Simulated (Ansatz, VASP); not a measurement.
# Si: VASP beside Ansatz

```
Si
1.0
    -2.38708    2.38708    1.33807
     2.38708   -2.38708    1.33807
     2.38708    2.38708   -1.33807
Si
2
Direct
  0.50000 0.50000 0.00000
  0.25000 0.75000 0.50000
```

Alike in both runs: task single point; functional PBEsol; k mesh 11 × 11 × 11; occupations fermi-dirac, width 0.05 eV; no spin polarisation.

|  | VASP | Ansatz |
| --- | --- | --- |
| version | VASP 6.6.1 | Ansatz 0.2.0 |
| potentials or method | VASP PAW PBE potentials, release 64 (Si) | Ansatz PAW |
| plane-wave cutoff (eV) | 520 | 420 |
| valence electrons in the cell | 8 | 8 |

```csv
,VASP,Ansatz,Ansatz less VASP
gap on the k mesh at the Fermi level (eV),none,none,-
pressure (GPa),-1.4,-1.6,-0.14
"traceless stress, the component that is largest in VASP (GPa)",-0.89,-0.85,+0.039
```

VASP's potentials were made for PBE, not for PBEsol. A gap of «none» marks a metal or a gap that the smearing closes.
